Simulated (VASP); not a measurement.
Here is a VASP 6.6.1 calculation.

Contents of INCAR:

```
PREC = Accurate
ENCUT = 520
EDIFF = 1E-6
ISMEAR = 0
SIGMA = 0.05
LREAL = F
LASPH = T
NELM = 60
ALGO = Normal
ISIF = 2
LWAVE = F
LCHARG = F
GGA = PE
NBANDS = 11
```

KPOINTS

```
regular mesh
0
Gamma
  10 10 10
```

File POSCAR:

```
AlN
1.0
    0.0000000000      2.4515732958      1.7332623201
    2.4515732958      0.0000000000      1.7332623201
    2.4515732958      2.4515732958      0.0000000000
Al N
1 1
Direct
    0.0000000000      0.0000000000      0.0000000000
    0.7500000000      0.7500000000      0.7500000000
```

Potentials or basis: VASP PAW PBE potentials, release 64 (Al, N).

Run with:

```sh
$ cat potpaw_PBE.64/Al/POTCAR potpaw_PBE.64/N/POTCAR > POTCAR
$ mpirun -np 1 vasp_std > vasp.out
```

(1) What does it give for the band gap on the k mesh?

(2) Estimate the pressure.

Results:

(1) 2.96 eV, indirect (least direct gap 3.06 eV).

(2) -5.8 GPa.
